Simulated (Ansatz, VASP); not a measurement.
# One calculation of B3W, two programs

```
B W
1.0
     3.26266    0.00000    0.00000
     0.00000    3.26266    0.00000
     0.00000    0.00000    3.26266
B W
3 1
Cartesian
  0.0000 1.6313 1.6313
  1.6313 0.0000 1.6313
  1.6313 1.6313 0.0000
  0.0000 0.0000 0.0000
```

Alike in both runs: functional PBE; k mesh 14 × 14 × 14; occupations gaussian, width 0.1 eV; no spin polarisation.

Ansatz relaxed the structure, and its values are those at the end. VASP's run is a single point on that final structure, the one shown.

|  | VASP | Ansatz |
| --- | --- | --- |
| version | VASP 6.6.1 | Ansatz 0.2.0 |
| potentials or method | VASP PAW PBE potentials, release 64 (B, W_sv), cutoff 520 eV | scalar-relativistic, plane waves, PAW |
| valence electrons in the cell | 23 | 23 |

VASP gave:

* gap on the k mesh at the Fermi level (eV): none
* pressure (GPa): 0.3

Which values does Ansatz return?

gap on the k mesh at the Fermi level (eV): none; pressure (GPa): 0.0.

A gap of «none» marks a metal or a gap that the smearing closes.

Spin-orbit coupling is off throughout.
